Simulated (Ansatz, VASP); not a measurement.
## AlN: VASP beside Ansatz

INCAR

```
SYSTEM = AlN
  ALGO = Normal
  EDIFF = 1E-6
  ENCUT = 600
  GGA = LIBXC
  GGA_COMPAT = .FALSE.
  ISIF = 2
  ISMEAR = -1
  LASPH = .TRUE.
  LCHARG = .TRUE.
  LELF = .TRUE.
  LIBXC1 = GGA_X_B88
  LIBXC2 = GGA_C_PBE
  LREAL = .FALSE.
  LVHAR = .TRUE.
  LWAVE = .FALSE.
  NBANDS = 11
  NELM = 120
  PREC = Accurate
  SIGMA = 0.05
```

The input KPOINTS:

```
k-points
0
G
  10 10 10
  0 0 0
```

Contents of POSCAR:

```
AlN
1.0
    0.0000000000      2.2127336128      2.2127336128
    2.2127336128      0.0000000000      2.2127336128
    2.2127336128      2.2127336128      0.0000000000
Al N
1 1
Direct
    0.0000000000      0.0000000000      0.0000000000
    0.2500000000      0.2500000000      0.2500000000
```

input.yaml

```yaml
crystal:
  lattice:
    - [0.0, 2.2127336128, 2.2127336128]
    - [2.2127336128, 0.0, 2.2127336128]
    - [2.2127336128, 2.2127336128, 0.0]
  atoms:
    - { symbol: Al, position: [0.0, 0.0, 0.0] }
    - { symbol: "N", position: [0.25, 0.25, 0.25] }
hamiltonian:
  xc: { exchange: b88, correlation: pbe }
  pseudopotentials: { kind: paw }
kpoints:
  mp_grid: { grid: [10, 10, 10] }
scf:
  occupations: { method: fermi_dirac, width: 0.05 }
output:
  forces: true
  stress: true
  eigenvalues: true
  write_density: true
  write_potential: true
  elf: true
  volumetric_format: npy
```

Alike in both runs: task single point; functional b88 exchange, pbe correlation; k mesh 10 × 10 × 10; occupations fermi-dirac, width 0.05 eV; no spin polarisation.

|  | VASP | Ansatz |
| --- | --- | --- |
| version | VASP 6.6.1 | Ansatz 0.2.0 |
| potentials or method | VASP PAW PBE potentials, release 64 (Al, N) | Ansatz PAW |
| plane-wave cutoff (eV) | 600 | 420 |
| valence electrons in the cell | 8 | 8 |

|  | VASP | Ansatz | Ansatz less VASP |
| --- | --- | --- | --- |
| gap on the k mesh at the Fermi level (eV) | 3.32 | 3.32 | +0.007 |
| least direct gap on the mesh (eV) | 3.87 | 3.86 | -0.013 |
| pressure (GPa) | -3.2 | -2.7 | +0.52 |

VASP's potentials were made for PBE, not for b88 exchange, pbe correlation. With one functional, cell and mesh, what is left measures potentials, basis and numerics.
